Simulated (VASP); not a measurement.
# Ca (Ibam) in VASP: single point with r2SCAN

Aim: the single point of Ca with r2SCAN.

Everything below comes from runs of VASP 6.6.1. Logs are shortened: lines on timing, memory, paths and dates and some standing lists are left out, and cuts for length are marked.

**1. The cell of the first run**

Symmetry: Ibam, No. 72, orthorhombic system. The conventional cell has a = 7.446 Å, b = 7.456 Å, c = 6.660 Å, α = 90.00°, β = 90.00°, γ = 90.00°. Within 4.7 Å of Ca (site symmetry m) lie 11 Ca at 3.60 to 4.19 Å.

**2. Single point, r2SCAN**

POSCAR

```
Ca
1.0
   -3.7227727908      3.7277646150      3.3301431152
    3.7227727908     -3.7277646150      3.3301431152
    3.7227727908      3.7277646150     -3.3301431152
Ca
4
Direct
    0.1704225300      0.6708298800      0.8412524100
    0.8295774700      0.3291701200      0.1587475900
    0.6704225300      0.8291701200      0.4995926500
    0.3295774700      0.1708298800      0.5004073500
```

INCAR.step1

```
SYSTEM = Ca
PREC     = Accurate       ! precision mode
ENCUT    = 520            ! plane-wave cutoff, eV
ISMEAR   = 0              ! smearing method
SIGMA    = 0.1            ! smearing width, eV
LREAL    = .False.        ! projectors in reciprocal space
LASPH    = .True.         ! aspherical terms in the spheres
NELM     = 100            ! most SCF steps
NBANDS   = 28             ! bands
GGA      = PE             ! functional
ALGO     = Normal         ! electronic algorithm
EDIFF    = 1E-4           ! SCF threshold, eV
LWAVE    = .True.         ! write WAVECAR
LCHARG   = .False.        ! write CHGCAR
```

INCAR.step2

```
SYSTEM = Ca
PREC     = Accurate       ! precision mode
ENCUT    = 520            ! plane-wave cutoff, eV
EDIFF    = 1E-6           ! SCF threshold, eV
ISMEAR   = 0              ! smearing method
SIGMA    = 0.1            ! smearing width, eV
LREAL    = .False.        ! projectors in reciprocal space
LASPH    = .True.         ! aspherical terms in the spheres
NELM     = 100            ! most SCF steps
ALGO     = Normal         ! electronic algorithm
ISIF     = 2              ! what is computed and relaxed
LWAVE    = .False.        ! write WAVECAR
LCHARG   = .False.        ! write CHGCAR
METAGGA  = R2SCAN         ! meta-GGA
LMIXTAU  = .True.       
NBANDS   = 28             ! bands
ISTART   = 1
```

KPOINTS

```
regular mesh
0
Gamma
  4 4 4
  0 0 0
```

Potentials or basis: VASP PAW PBE potentials, release 64 (Ca_sv).

The run is started by

```
$ cat potpaw_PBE.64/Ca_sv/POTCAR > POTCAR
$ cp INCAR.step1 INCAR
$ mpirun -np 1 vasp_std > vasp.out
$ cp INCAR.step2 INCAR
$ mpirun -np 1 vasp_std > vasp.out
```

OUTCAR:

```text
SYSTEM = Ca
   PREC = Accurate
   ENCUT = 520
   EDIFF = 1E-6
   ISMEAR = 0
   LREAL = .False.
   LASPH = .True.
   NELM = 100
   ISIF = 2
   METAGGA = R2SCAN
   ISTART = 1

 ion  position               nearest neighbor table
   1  0.170  0.671  0.841-
   2  0.830  0.329  0.159-
   3  0.670  0.829  0.500-
   4  0.330  0.171  0.500-

  LATTYP: Found a body centered orthorhombic cell.
 ALAT       =     6.6602862304
 B/A-ratio  =     1.1179017424
 C/A-ratio  =     1.1194007242

  Lattice vectors:

 A1 = (   3.7227727908,  -3.7277646150,   3.3301431152)
 A2 = (  -3.7227727908,  -3.7277646150,  -3.3301431152)
 A3 = (   3.7227727908,   3.7277646150,  -3.3301431152)

Analysis of symmetry for initial positions (statically):
=====================================================================
 Subroutine PRICEL returns:
 Original cell was already a primitive cell.

 Routine SETGRP: Setting up the symmetry group for a
 body centered orthorhombic supercell.

 Subroutine GETGRP returns: Found  8 space group operations
 (whereof  4 operations were pure point group operations)
 out of a pool of  8 trial point group operations.

The static configuration has the point symmetry C_2h.
 The point group associated with its full space group is D_2h.

Analysis of symmetry for dynamics (positions and initial velocities):
=====================================================================
 Subroutine PRICEL returns:
 Original cell was already a primitive cell.

 Routine SETGRP: Setting up the symmetry group for a
 body centered orthorhombic supercell.

 Subroutine GETGRP returns: Found  8 space group operations
 (whereof  4 operations were pure point group operations)
 out of a pool of  8 trial point group operations.

The dynamic configuration has the point symmetry C_2h.
 The point group associated with its full space group is D_2h.

 Subroutine INISYM returns: Found  8 space group operations
 (whereof  4 operations are pure point group operations),
 and found     1 'primitive' translations

----------------------------------------------------------------------------------------

                                     Primitive cell

  volume of cell :     184.8579

  direct lattice vectors                    reciprocal lattice vectors
[... 80 lines left out ...]
   LSORBIT =      F    spin-orbit coupling
   LASPH  =      T    aspherical Exc in radial PAW
   ENCUT  =  520.0 eV  38.22 Ry    6.18 a.u.  11.59 11.59 11.59*2*pi/ulx,y,z
   NELM   =    100;   NELMIN=  2; NELMDL=  0     # of ELM steps
   EDIFF  = 0.1E-05   stopping-criterion for ELM
   LREAL  =      F    real-space projection
   EDIFFG = 0.1E-04   stopping-criterion for IOM
   NSW    =      0    number of steps for IOM
   IBRION =     -1    ionic relax: 0-MD 1-quasi-New 2-CG
   NFREE  =      0    steps in history (QN), initial steepest desc. (CG)
   ISIF   =      2    stress and relaxation
   ISYM   =      2    0-nonsym 1-usesym 2-fastsym
   POTIM  = 0.5000    time-step for ionic-motion
   TEBEG  =    0.0;   TEEND  =   0.0 temperature during run
   PSTRESS=    0.0 pullay stress
   NELECT =      40.0000    total number of electrons
   NUPDOWN=      -1.0000    fix difference up-down
   EMIN   =  10.00;   EMAX   =-10.00  energy-range for DOS
   EFERMI =   0.00;   METHOD = LEGACY
   ISMEAR =     0;   SIGMA  =   0.10  broadening in eV -4-tet -1-fermi 0-gaus
   EFERMI_NEDOS =   21; number of points for ismear=-14 and -15
   IALGO  =     38    algorithm
   IMIX   =      4    mixing-type and parameters
     AMIX     =   0.40;   BMIX     =  1.00
     AMIX_MAG =   1.60;   BMIX_MAG =  1.00
  volume/ion in A,a.u.               =      46.21       311.87
  Fermi-wavevector in a.u.,A,eV,Ry     =   0.982839  1.857296 13.142842  0.965972
  Thomas-Fermi vector in A             =   2.113951
   LORBIT       =      0    0 simple, 1 ext, 2 COOP (PROOUT), +10 PAW based schemes
   METAGGA = R2SCAN    functional components
   LHFCALC =     F    Hartree Fock is set to
   AEXX    =    0.0000 exact exchange contribution
   IVDW    =     0    specifies the selected vdW correction
   LEPSILON=     F    determine dielectric tensor
   LRPA    =     F    only Hartree local field effects (RPA)
 non-spin polarized calculation
 Gauss-broadening in eV      SIGMA  =   0.10
  energy-cutoff  :      520.00
  volume of cell :      184.86
 maximum number of plane-waves:      5024
 NGX is ok and might be reduce to    48
   NGX = 23   NGY = 23   NGZ = 23

 number of electron      40.0000004 magnetization

 Free energy of the ion-electron system (eV)
  ---------------------------------------------------
  ext. energy  EPLUGINS =         0.00000000
  ---------------------------------------------------
  free energy    TOTEN  =       -27.39447197 eV

  energy without entropy =      -27.36766170  energy(sigma->0) =      -27.38106684

 E-fermi :   1.6299     XC(G=0):  -7.8997

 val. band max:        1.6277555984   @ k =   0.5000   0.5000  -0.0000
 cond. band min:       1.6828988004   @ k =   0.5000  -0.2500   0.2500
 fundamental gap:      0.0551432020
 Fermi energy:         1.6298635177

 k-point     1 :       0.0000    0.0000    0.0000
  band No.  band energies     occupation
      1     -42.3353      2.00000
      2     -42.3221      2.00000
      3     -42.3130      2.00000
      4     -42.3130      2.00000
      5     -22.5058      2.00000
      6     -22.4673      2.00000
[... 547 lines left out ...]
     27       3.5397      0.00000
     28       3.8682      0.00000

------------------------ aborting loop because EDIFF is reached ----------------------------------------

  FORCE on cell =-STRESS in cart. coord.  units (eV):
  Direction    XX          YY          ZZ          XY          YZ          ZX
  --------------------------------------------------------------------------------------
  -------------------------------------------------------------------------------------
  Total       -0.2958722     -0.2808162      0.1976907      0.0000000      0.0000000      0.0000000
  in kB       -2.5643470     -2.4338562      1.7134003      0.0000000      0.0000000      0.0000000
  external PRESSURE =      -1.0949343 kB  Pullay stress =       0.0000000 kB

 VOLUME and BASIS-vectors are now :
 -----------------------------------------------------------------------------
  energy-cutoff  :      520.00
  volume of cell :      184.86
      direct lattice vectors                 reciprocal lattice vectors
    -3.722772791  3.727764615  3.330143115     0.000000000  0.134128641  0.150143697
     3.722772791 -3.727764615  3.330143115     0.134308492  0.000000000  0.150143697
     3.722772791  3.727764615 -3.330143115     0.134308492  0.134128641  0.000000000

 POSITION                                       TOTAL-FORCE (eV/Angst)
 -----------------------------------------------------------------------------------
      4.99469      1.27059     -0.00000         0.024777      0.019745     -0.000000
     -1.27192      2.45717      3.33014        -0.024777     -0.019745      0.000000
      2.45085      1.27059      3.33014        -0.024777      0.019745     -0.000000
      1.27192      2.45717     -0.00000         0.024777     -0.019745      0.000000
 -----------------------------------------------------------------------------------
    total drift:                               -0.000000     -0.000000     -0.000000

  FREE ENERGIE OF THE ION-ELECTRON SYSTEM (eV)
  ---------------------------------------------------
  free  energy   TOTEN  =       -27.3944719713 eV

  energy  without entropy=      -27.3676617031  energy(sigma->0) =      -27.38106684
```

OUTCAR.step1:

```text
SYSTEM = Ca
   PREC = Accurate
   ENCUT = 520
   ISMEAR = 0
   LREAL = .False.
   LASPH = .True.
   NELM = 100
[... 781 lines left out ...]
     -1.27192      2.45717      3.33014        -0.000444      0.003864     -0.000000
      2.45085      1.27059      3.33014        -0.000444     -0.003864     -0.000000
      1.27192      2.45717     -0.00000         0.000444      0.003864      0.000000
 -----------------------------------------------------------------------------------
    total drift:                               -0.000000     -0.000000     -0.000000

  FREE ENERGIE OF THE ION-ELECTRON SYSTEM (eV)
  ---------------------------------------------------
  free  energy   TOTEN  =        -7.0755538902 eV

  energy  without entropy=       -7.0507436162  energy(sigma->0) =       -7.06314875
```

Run time: 4 min. Hardware: 1 thread of Intel Xeon Platinum 8375C at 2.90GHz (Ice Lake), shared host; peak memory 0.38 GiB.

What came out:

```yaml
Free_energy: -27.3945 eV
Pressure: -0.1 GPa
Largest_force: 0.032 eV/Å
Band_gap_on_the_k_mesh: zero (bands 20 and 21 overlap by 1.12 eV)
```

Forces on the atoms (eV/Å):
```
Ca   0.025  0.020  0.000
Ca  -0.025 -0.020  0.000
Ca  -0.025  0.020  0.000
Ca   0.025 -0.020  0.000
```

Caveat: the PAW data sets were made with another functional, which shifts forces and pressure a little.
